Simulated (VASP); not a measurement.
# Yb (Fm-3m) in VASP: notebook, part 2 of 2

VASP 6.6.1. The steps go on from the part before.

### 3 Single point, LDA

File INCAR:

```
SYSTEM = Yb
PREC = Accurate ; ENCUT = 520
EDIFF = 1E-6 ; ISMEAR = -1
SIGMA = 1.0 ; LREAL = .FALSE.
LASPH = .TRUE. ; NELM = 100
ALGO = Normal ; ISIF = 2
LWAVE = .FALSE. ; LCHARG = .FALSE.
GGA = CA ; NBANDS = 18
```

File KPOINTS:

```
Automatic mesh
0
G
  11 11 11
  0 0 0
```

File POSCAR:

```
Yb
1.0
    0.0000000000      2.4569516026      2.4569516026
    2.4569516026      0.0000000000      2.4569516026
    2.4569516026      2.4569516026      0.0000000000
Yb
1
Direct
    0.0000000000      0.0000000000      0.0000000000
```

Potentials or basis: VASP PAW PBE potentials, release 64 (Yb).

Command:

```sh
cat potpaw_PBE.64/Yb/POTCAR > POTCAR
mpirun -np 1 vasp_std > vasp.out
```

OUTCAR:

```text
SYSTEM = Yb
   PREC = Accurate
   ENCUT = 520
   EDIFF = 1E-6
   ISMEAR = -1
   LREAL = .FALSE.
   LASPH = .TRUE.
   NELM = 100
   ISIF = 2
   GGA = CA

 ion  position               nearest neighbor table
   1  0.000  0.000  0.000-

  LATTYP: Found a face centered cubic cell.
 ALAT       =     4.9139032052

  Lattice vectors:

 A1 = (   0.0000000000,   2.4569516026,   2.4569516026)
 A2 = (   2.4569516026,   0.0000000000,   2.4569516026)
 A3 = (   2.4569516026,   2.4569516026,   0.0000000000)

Analysis of symmetry for initial positions (statically):
=====================================================================
 Subroutine PRICEL returns:
 Original cell was already a primitive cell.

 Routine SETGRP: Setting up the symmetry group for a
 face centered cubic supercell.

 Subroutine GETGRP returns: Found 48 space group operations
 (whereof 48 operations were pure point group operations)
 out of a pool of 48 trial point group operations.

The static configuration has the point symmetry O_h .

Analysis of symmetry for dynamics (positions and initial velocities):
=====================================================================
 Subroutine PRICEL returns:
 Original cell was already a primitive cell.

 Routine SETGRP: Setting up the symmetry group for a
 face centered cubic supercell.

 Subroutine GETGRP returns: Found 48 space group operations
 (whereof 48 operations were pure point group operations)
 out of a pool of 48 trial point group operations.

The dynamic configuration has the point symmetry O_h .

 Subroutine INISYM returns: Found 48 space group operations
 (whereof 48 operations are pure point group operations),
 and found     1 'primitive' translations

----------------------------------------------------------------------------------------

                                     Primitive cell

  volume of cell :      29.6633

  direct lattice vectors                    reciprocal lattice vectors
     0.000000000  2.456951603  2.456951603    -0.203504212  0.203504212  0.203504212
     2.456951603  0.000000000  2.456951603     0.203504212 -0.203504212  0.203504212
     2.456951603  2.456951603  0.000000000     0.203504212  0.203504212 -0.203504212

  length of vectors
     3.474654278  3.474654278  3.474654278     0.352479635  0.352479635  0.352479635

  position of ions in fractional coordinates (direct lattice)
     0.000000000  0.000000000  0.000000000

  ion indices of the primitive-cell ions
   primitive index   ion index
                 1           1

----------------------------------------------------------------------------------------

 KPOINTS: Automatic mesh

Automatic generation of k-mesh.
 Grid dimensions read from file:
 generate k-points for:   11   11   11

 Generating k-lattice:

  Cartesian coordinates                     Fractional coordinates (reciprocal lattice)
    -0.018500383  0.018500383  0.018500383     0.090909091  0.000000000  0.000000000
     0.018500383 -0.018500383  0.018500383     0.000000000  0.090909091  0.000000000
     0.018500383  0.018500383 -0.018500383     0.000000000  0.000000000  0.090909091

  Length of vectors
     0.032043603  0.032043603  0.032043603

  Shift w.r.t. Gamma in fractional coordinates (k-lattice)
     0.000000000  0.000000000  0.000000000

 Subroutine IBZKPT returns following result:
 ===========================================

 Found     56 irreducible k-points:

 Following reciprocal coordinates:
            Coordinates               Weight
  0.000000  0.000000  0.000000      1.000000
  0.090909  0.000000  0.000000      8.000000
  0.181818  0.000000  0.000000      8.000000
  0.272727  0.000000  0.000000      8.000000
  0.363636  0.000000  0.000000      8.000000
  0.454545  0.000000  0.000000      8.000000
[... 16 lines left out ...]
 -0.272727  0.181818  0.000000     24.000000
 -0.181818  0.181818  0.000000     12.000000
 [... further k-points ...]
   k-points           NKPTS =     56   k-points in BZ     NKDIM =     56   number of bands    NBANDS=     18
   number of dos      NEDOS =    301   number of ions     NIONS =      1
   total plane-waves  NPLWV =  21952
   dimension x,y,z NGX =    28 NGY =   28 NGZ =   28
   dimension x,y,z NGXF=    56 NGYF=   56 NGZF=   56
   ions per type =               1
   NGX,Y,Z   is equivalent  to a cutoff of  13.40, 13.40, 13.40 a.u.
   NGXF,Y,Z  is equivalent  to a cutoff of  26.79, 26.79, 26.79 a.u.
 SYSTEM =  Yb
   PREC   = accura    normal or accurate (medium, high low for compatibility)
   ISTART =      0    job   : 0-new  1-cont  2-samecut
   ICHARG =      2    charge: 1-file 2-atom 10-const
   ISPIN  =      1    spin polarized calculation?
   LNONCOLLINEAR =      F non collinear calculations
   LSORBIT =      F    spin-orbit coupling
   LASPH  =      T    aspherical Exc in radial PAW
   ENCUT  =  520.0 eV  38.22 Ry    6.18 a.u.   6.46  6.46  6.46*2*pi/ulx,y,z
   NELM   =    100;   NELMIN=  2; NELMDL= -5     # of ELM steps
   EDIFF  = 0.1E-05   stopping-criterion for ELM
   LREAL  =      F    real-space projection
   EDIFFG = 0.1E-04   stopping-criterion for IOM
   NSW    =      0    number of steps for IOM
   IBRION =     -1    ionic relax: 0-MD 1-quasi-New 2-CG
   NFREE  =      0    steps in history (QN), initial steepest desc. (CG)
   ISIF   =      2    stress and relaxation
   ISYM   =      2    0-nonsym 1-usesym 2-fastsym
   POTIM  = 0.5000    time-step for ionic-motion
   TEBEG  =    0.0;   TEEND  =   0.0 temperature during run
   PSTRESS=    0.0 pullay stress
   NELECT =      24.0000    total number of electrons
   NUPDOWN=      -1.0000    fix difference up-down
   EMIN   =  10.00;   EMAX   =-10.00  energy-range for DOS
   EFERMI =   0.00;   METHOD = LEGACY
   ISMEAR =    -1;   SIGMA  =   1.00  broadening in eV -4-tet -1-fermi 0-gaus
   EFERMI_NEDOS =   21; number of points for ismear=-14 and -15
   IALGO  =     38    algorithm
   IMIX   =      4    mixing-type and parameters
     AMIX     =   0.40;   BMIX     =  1.00
     AMIX_MAG =   1.60;   BMIX_MAG =  1.00
  volume/ion in A,a.u.               =      29.66       200.18
  Fermi-wavevector in a.u.,A,eV,Ry     =   1.525476  2.882731 31.661795  2.327076
  Thomas-Fermi vector in A             =   2.633641
   LORBIT       =      0    0 simple, 1 ext, 2 COOP (PROOUT), +10 PAW based schemes
   GGA     = CA    functional components
   LHFCALC =     F    Hartree Fock is set to
   AEXX    =    0.0000 exact exchange contribution
   IVDW    =     0    specifies the selected vdW correction
   LEPSILON=     F    determine dielectric tensor
   LRPA    =     F    only Hartree local field effects (RPA)
 non-spin polarized calculation
  energy-cutoff  :      520.00
  volume of cell :       29.66
 maximum number of plane-waves:       821
 NGX is ok and might be reduce to    28
   NGX = 13   NGY = 13   NGZ = 13

 number of electron      24.0000001 magnetization

 Free energy of the ion-electron system (eV)
  ---------------------------------------------------
  ext. energy  EPLUGINS =         0.00000000
  ---------------------------------------------------
  free energy    TOTEN  =        -7.72387008 eV

  energy without entropy =       -1.62696584  energy(sigma->0) =       -4.67541796

 E-fermi :   1.8007     XC(G=0): -10.7486

 val. band max:        1.7414700163   @ k =  -0.3636   0.3636   0.0000
 cond. band min:       1.8031215243   @ k =  -0.3636   0.4545   0.0909
 fundamental gap:      0.0616515080
 Fermi energy:         1.8007110077

 k-point     1 :       0.0000    0.0000    0.0000
  band No.  band energies     occupation
      1     -50.8074      2.00000
      2     -22.7194      2.00000
      3     -22.7194      2.00000
      4     -22.7194      2.00000
      5      -3.6570      1.99151
      6      -1.1943      1.90469
[... 10 lines left out ...]
     17       6.9413      0.01164
     18      12.3575      0.00005

 k-point     2 :       0.0909    0.0000    0.0000
  band No.  band energies     occupation
      1     -50.8044      2.00000
      2     -22.7683      2.00000
      3     -22.7256      2.00000
      4     -22.7256      2.00000
      5      -3.4254      1.98931
      6      -1.1892      1.90423
[... 10 lines left out ...]
     17       6.8114      0.01324
     18      12.8772      0.00003
[... 442 lines left out ...]
 k-point    24 :      -0.1818    0.1818    0.0000
  band No.  band energies     occupation
      1     -50.7825      2.00000
      2     -23.0454      2.00000
      3     -22.8550      2.00000
      4     -22.7584      2.00000
      5      -1.4950      1.92856
      6      -1.1483      1.90043
[... 10 lines left out ...]
     17       8.1807      0.00338
     18      12.9874      0.00003

 [... further k-points ...]

------------------------ aborting loop because EDIFF is reached ----------------------------------------

  FORCE on cell =-STRESS in cart. coord.  units (eV):
  Direction    XX          YY          ZZ          XY          YZ          ZX
  --------------------------------------------------------------------------------------
  -------------------------------------------------------------------------------------
  Total        0.4878765      0.4878765      0.4878765      0.0000000      0.0000000      0.0000000
  in kB       26.3512180     26.3512180     26.3512180      0.0000000      0.0000000      0.0000000
  external PRESSURE =      26.3512180 kB  Pullay stress =       0.0000000 kB

 VOLUME and BASIS-vectors are now :
 -----------------------------------------------------------------------------
  energy-cutoff  :      520.00
  volume of cell :       29.66
      direct lattice vectors                 reciprocal lattice vectors
     0.000000000  2.456951603  2.456951603    -0.203504212  0.203504212  0.203504212
     2.456951603  0.000000000  2.456951603     0.203504212 -0.203504212  0.203504212
     2.456951603  2.456951603  0.000000000     0.203504212  0.203504212 -0.203504212

 POSITION                                       TOTAL-FORCE (eV/Angst)
 -----------------------------------------------------------------------------------
      0.00000      0.00000      0.00000         0.000000      0.000000      0.000000
 -----------------------------------------------------------------------------------
    total drift:                               -0.000000     -0.000000     -0.000000

  FREE ENERGIE OF THE ION-ELECTRON SYSTEM (eV)
  ---------------------------------------------------
  free  energy   TOTEN  =        -7.7238700777 eV

  energy  without entropy=       -1.6269658446  energy(sigma->0) =       -4.67541796
```

stdout:

```text
POSCAR found type information on POSCAR Yb
 POSCAR found :  1 types and       1 ions
 scaLAPACK will be used
 -----------------------------------------------------------------------------
|                                                                             |
|                                                                             |
|     You enforced a specific xc type in the INCAR file but a different       |
|     I HOPE YOU KNOW WHAT YOU ARE DOING!                                     |
|                                                                             |
 -----------------------------------------------------------------------------

 LDA part: xc-table for (Slater(with rela. corr.)+CA(PZ))
 , standard interpolation
 POSCAR, INCAR and KPOINTS ok, starting setup
 FFT: planning ... GRIDC
 FFT: planning ... GRID_SOFT
 FFT: planning ... GRID
 WAVECAR not read
 entering main loop
```

Wall time 47 s (1 thread of AMD EPYC 9R45 (Zen 5), shared host); peak memory 0.14 GiB.

What came out:

* Free energy: -7.7239 eV
* Pressure: 2.6 GPa
* Band gap on the k mesh: zero (filled and empty bands overlap)

Caveat: so wide a smearing shifts energies and pressures; the PAW data sets were made with another functional, which shifts forces and pressure a little; spin-orbit coupling is left out, which moves the levels of the heavy elements. Spin polarisation is off, so any magnetic state and its effect on volume and gap are missing.
